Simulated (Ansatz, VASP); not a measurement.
Al2BAs2 in VASP and in Ansatz

```
Al B As
1.0
    -2.60747    2.60747    3.39804
     2.60747   -2.60747    3.39804
     2.60747    2.60747   -3.39804
Al B As
2 1 2
Direct
  0.80788 0.80788 0.00000
  0.19212 0.19212 0.00000
  0.50000 0.50000 0.00000
  0.75000 0.25000 0.50000
  0.25000 0.75000 0.50000
```

Alike in both runs: functional PBE; k mesh 10 × 10 × 10; occupations gaussian, width 0.1 eV; no spin polarisation.

Ansatz relaxed the structure, and its values are those at the end. VASP's run is a single point on that final structure, the one shown.

|  | VASP | Ansatz |
| --- | --- | --- |
| version | VASP 6.6.1 | Ansatz 0.2.0 |
| potentials or method | VASP PAW PBE potentials, release 64 (Al, B, As), cutoff 520 eV | scalar-relativistic, plane waves, PAW |
| valence electrons in the cell | 19 | 39 |

```tsv
	VASP	Ansatz	Ansatz less VASP
gap on the k mesh at the Fermi level (eV)	none	none	-
pressure (GPa)	0.1	0.0	-0.07
```

A gap of «none» marks a metal or a gap that the smearing closes. VASP's potentials hold 19 valence electrons a cell and Ansatz's 39, so a difference there can come from the potentials and not from the codes.
